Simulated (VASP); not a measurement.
Input of a VASP 6.6.1 run:

The input INCAR:

```
SYSTEM = HgTe
  PREC = Accurate
  ENCUT = 520
  EDIFF = 1E-6
  ISMEAR = -1
  SIGMA = 0.02
  LREAL = .False.
  LASPH = .True.
  NELM = 60
  ALGO = Normal
  ISIF = 2
  LWAVE = .False.
  LCHARG = .False.
  GGA = PE
  NBANDS = 16
```

The input KPOINTS:

```
regular mesh
0
Gamma
  6 6 6
  0 0 0
```

File POSCAR:

```
HgTe
1.0
    0.0000000000      3.2891972858      3.1582872338
    3.2891972858      0.0000000000      3.1582872338
    3.2891972858      3.2891972858      0.0000000000
Hg Te
1 1
Direct
    0.0000000000      0.0000000000      0.0000000000
    0.2500000000      0.2500000000      0.2500000000
```

Potentials or basis: VASP PAW PBE potentials, release 64 (Hg, Te).

Launch:

```bash
$ cat potpaw_PBE.64/Hg/POTCAR potpaw_PBE.64/Te/POTCAR > POTCAR
$ mpirun -np 1 vasp_std > vasp.out
```

Q: What does it give for the pressure?

A: 3.1 GPa.

Q: What does it give for the band gap on the k mesh?

A: 0.12 eV.

Stress tensor (GPa, compression positive):
```
3.00 0.00 0.00
0.00 3.00 0.00
0.00 0.00 3.42
```

Caveat: the cell differs from its parent crystal (uniaxial z strain -4.0%); the cell stands under pressure; spin-orbit coupling is left out, which moves the levels of the heavy elements.
